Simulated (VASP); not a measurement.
Crystal: MgTiCd.

```
Mg Ti Cd
1.0
     3.99762    0.00000    0.00000
    -1.99881    3.46204    0.00000
     0.00000    0.00000    4.06944
Mg Ti Cd
1 1 1
Cartesian
  0.0000 2.3080 2.0347
  0.0000 0.0000 2.0347
  1.9988 1.1540 0.0000
```

* Program: VASP 6.6.1
* Task: relaxation of cell and atoms
* Functional: PBE
* Potentials or basis: VASP PAW PBE potentials, release 64 (Mg, Ti_sv, Cd)
* Cutoff: 600 eV
* k mesh: 6 × 6 × 4
* Occupations: gaussian, width 0.1 eV
* Spin: no spin polarisation

At the start: pressure 16.4 GPa; volume 18.77 Å³/atom.

Where does the relaxation end?

Over 10 steps the energy falls by 986.1 meV/atom and the volume is 19.98 Å³/atom (+6.4 %); space group P-6m2 (No. 187, to 0.05 Å).

The path:
```tsv
step	energy change (eV)	largest force (eV/Å)	pressure (GPa)	volume (Å³)
1	0.0000	0.0000	16.41	56.32
2	-1.5179	0.0000	-2.62	72.84
3	-1.5562	0.0000	-4.89	77.10
4	-2.1525	0.0000	-5.65	72.38
5	-2.8653	0.0000	-4.45	65.39
6	3.7935	0.0000	62.04	48.03
7	-2.8882	0.0000	-4.13	64.85
8	-2.9193	0.0000	-3.08	63.42
9	-2.9512	0.0000	1.60	58.58
10	-2.9583	0.0000	0.06	59.95
```

Final structure:
```xyz
3
Lattice="4.9034 0.0000 0.0000 -2.4517 4.2465 0.0000 0.0000 0.0000 2.8792" Properties=species:S:1:pos:R:3 pbc="T T T"
Mg    0.0000    2.8310    1.4396
Ti   -2.4517    4.2465    1.4396
Cd    2.4517    1.4155    0.0000
```

Caveat: the k points lie up to 0.55 Å⁻¹ apart in the final cell.
